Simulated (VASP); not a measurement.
# AlN (P6_3mc) in VASP: a series of runs, part 2 of 2

VASP 6.6.1.

### Step 3. Single point, r2SCAN

This run uses another cell than the first one, of 10.40 Å³/atom, 1.047 times its volume.

POSCAR

```
AlN
1.0
    3.1066937614      0.0000000000      0.0000000000
   -1.5533468807      2.6904757192      0.0000000000
    0.0000000000      0.0000000000      4.9785915477
Al N
2 2
Direct
    0.3333333333      0.6666666667     -0.0032954727
    0.6666666667      0.3333333333      0.4967045273
    0.3333333333      0.6666666667      0.3782954727
    0.6666666667      0.3333333333      0.8782954727
```

INCAR.step1

```
SYSTEM = AlN
  PREC = Accurate
  ENCUT = 520
  ISMEAR = 0
  SIGMA = 0.01
  LREAL = .False.
  LASPH = .True.
  NELM = 80
  NBANDS = 16
  GGA = PE
  ALGO = Normal
  EDIFF = 1E-4
  LWAVE = .True.
  LCHARG = .False.
```

INCAR.step2

```
SYSTEM = AlN
  PREC = Accurate
  ENCUT = 520
  EDIFF = 1E-7
  ISMEAR = 0
  SIGMA = 0.01
  LREAL = .False.
  LASPH = .True.
  NELM = 80
  ALGO = Normal
  ISIF = 2
  LWAVE = .False.
  LCHARG = .False.
  METAGGA = R2SCAN
  LMIXTAU = .True.
  NBANDS = 16
  ISTART = 1
```

KPOINTS

```
regular mesh
0
Gamma
  12 12 6
  0 0 0
```

Potentials or basis: VASP PAW PBE potentials, release 64 (Al, N).

Started as:

```console
$ cat potpaw_PBE.64/Al/POTCAR potpaw_PBE.64/N/POTCAR > POTCAR
$ cp INCAR.step1 INCAR
$ mpirun -np 1 vasp_std > vasp.out
$ cp INCAR.step2 INCAR
$ mpirun -np 1 vasp_std > vasp.out
```

OUTCAR:

```text
SYSTEM = AlN
   PREC = Accurate
   ENCUT = 520
   EDIFF = 1E-7
   ISMEAR = 0
   LREAL = .False.
   LASPH = .True.
   NELM = 80
   ISIF = 2
   METAGGA = R2SCAN
   ISTART = 1

 ion  position               nearest neighbor table
   1  0.333  0.667  0.997-   4 1.89   4 1.89   4 1.89   3 1.90   2 3.07   2 3.07   2 3.07   2 3.07
                             2 3.07   2 3.07
   2  0.667  0.333  0.497-   3 1.89   3 1.89   3 1.89   4 1.90   1 3.07   1 3.07   1 3.07   1 3.07
                             1 3.07   1 3.07
   3  0.333  0.667  0.378-   2 1.89   2 1.89   2 1.89   1 1.90
   4  0.667  0.333  0.878-   1 1.89   1 1.89   1 1.89   2 1.90

  LATTYP: Found a hexagonal cell.
 ALAT       =     3.1066937614
 C/A-ratio  =     1.6025369509

  Lattice vectors:

 A1 = (   3.1066937614,   0.0000000000,   0.0000000000)
 A2 = (  -1.5533468807,   2.6904757192,   0.0000000000)
 A3 = (   0.0000000000,   0.0000000000,   4.9785915477)

Analysis of symmetry for initial positions (statically):
=====================================================================
 Subroutine PRICEL returns:
 Original cell was already a primitive cell.

 Routine SETGRP: Setting up the symmetry group for a
 hexagonal supercell.

 Subroutine GETGRP returns: Found 12 space group operations
 (whereof  6 operations were pure point group operations)
 out of a pool of 24 trial point group operations.

The static configuration has the point symmetry C_3v.
 The point group associated with its full space group is C_6v.

Analysis of symmetry for dynamics (positions and initial velocities):
=====================================================================
 Subroutine PRICEL returns:
 Original cell was already a primitive cell.

 Routine SETGRP: Setting up the symmetry group for a
 hexagonal supercell.

 Subroutine GETGRP returns: Found 12 space group operations
 (whereof  6 operations were pure point group operations)
 out of a pool of 24 trial point group operations.

The dynamic configuration has the point symmetry C_3v.
[... 127 lines left out ...]
  Thomas-Fermi vector in A             =   2.326514
   LORBIT       =      0    0 simple, 1 ext, 2 COOP (PROOUT), +10 PAW based schemes
   METAGGA = R2SCAN    functional components
   LHFCALC =     F    Hartree Fock is set to
   AEXX    =    0.0000 exact exchange contribution
   IVDW    =     0    specifies the selected vdW correction
   LEPSILON=     F    determine dielectric tensor
   LRPA    =     F    only Hartree local field effects (RPA)
 non-spin polarized calculation
 Gauss-broadening in eV      SIGMA  =   0.01
  energy-cutoff  :      520.00
  volume of cell :       41.61
 maximum number of plane-waves:      1152
 NGX is ok and might be reduce to    24
   NGX = 11   NGY = 11   NGZ = 19

 number of electron      15.9999997 magnetization

 Free energy of the ion-electron system (eV)
  ---------------------------------------------------
  ext. energy  EPLUGINS =         0.00000000
  ---------------------------------------------------
  free energy    TOTEN  =       -38.45675247 eV

  energy without entropy =      -38.45675247  energy(sigma->0) =      -38.45675247

 E-fermi :   6.0394     XC(G=0): -11.4166

 val. band max:        5.9175559224   @ k =   0.0000   0.0000   0.0000
 cond. band min:      10.8380341767   @ k =   0.0000   0.0000   0.0000
 fundamental gap:      4.9204782543
 Fermi energy:         6.0394271445

 k-point     1 :       0.0000    0.0000    0.0000
  band No.  band energies     occupation
      1     -10.0625      2.00000
      2      -7.9407      2.00000
      3      -0.1515      2.00000
      4       5.0336      2.00000
      5       5.0336      2.00000
      6       5.6943      2.00000
[... 433 lines left out ...]
      3       0.9528      2.00000
      4       1.9311      2.00000
      5       2.5409      2.00000
      6       4.1068      2.00000
[... 8 lines left out ...]
     15      19.4227      0.00000
     16      21.3270      0.00000

 [... further k-points ...]

------------------------ aborting loop because EDIFF is reached ----------------------------------------

  FORCE on cell =-STRESS in cart. coord.  units (eV):
  Direction    XX          YY          ZZ          XY          YZ          ZX
  --------------------------------------------------------------------------------------
  -------------------------------------------------------------------------------------
  Total       -0.1025476     -0.1025476     -0.0966935      0.0000000     -0.0000000     -0.0000000
  in kB       -3.9482274     -3.9482274     -3.7228354      0.0000000     -0.0000000     -0.0000000
  external PRESSURE =      -3.8730968 kB  Pullay stress =       0.0000000 kB

 VOLUME and BASIS-vectors are now :
 -----------------------------------------------------------------------------
  energy-cutoff  :      520.00
  volume of cell :       41.61
      direct lattice vectors                 reciprocal lattice vectors
     3.106693761  0.000000000  0.000000000     0.321885605  0.185840741  0.000000000
    -1.553346881  2.690475719  0.000000000     0.000000000  0.371681481  0.000000000
     0.000000000  0.000000000  4.978591548     0.000000000  0.000000000  0.200860020

 POSITION                                       TOTAL-FORCE (eV/Angst)
 -----------------------------------------------------------------------------------
     -0.00000      1.79365      4.96218         0.000000      0.000000     -0.002211
      1.55335      0.89683      2.47289        -0.000000     -0.000000     -0.002211
     -0.00000      1.79365      1.88338        -0.000000      0.000000      0.002211
      1.55335      0.89683      4.37267         0.000000      0.000000      0.002211
 -----------------------------------------------------------------------------------
    total drift:                               -0.000000     -0.000000     -0.017406

  FREE ENERGIE OF THE ION-ELECTRON SYSTEM (eV)
  ---------------------------------------------------
  free  energy   TOTEN  =       -38.4567524734 eV

  energy  without entropy=      -38.4567524734  energy(sigma->0) =      -38.45675247
```

Run time: 7.7 min. Hardware: 1 thread of AMD EPYC 7R13, shared host; peak memory 0.16 GiB.

What came out:

| Item | Value |
| --- | --- |
| Free energy | -38.4568 eV |
| Pressure | -0.4 GPa |
| Band gap on the k mesh | 4.92 eV, direct |

Forces in eV/Å, atoms in the order of the input:
```
Al   0.000  0.000 -0.002
Al   0.000  0.000 -0.002
N    0.000  0.000  0.002
N    0.000  0.000  0.002
```

Caveat: the PAW data sets were made with another functional, which shifts forces and pressure a little. r2SCAN opens gaps a little over a GGA but as a rule still falls short of measured ones.
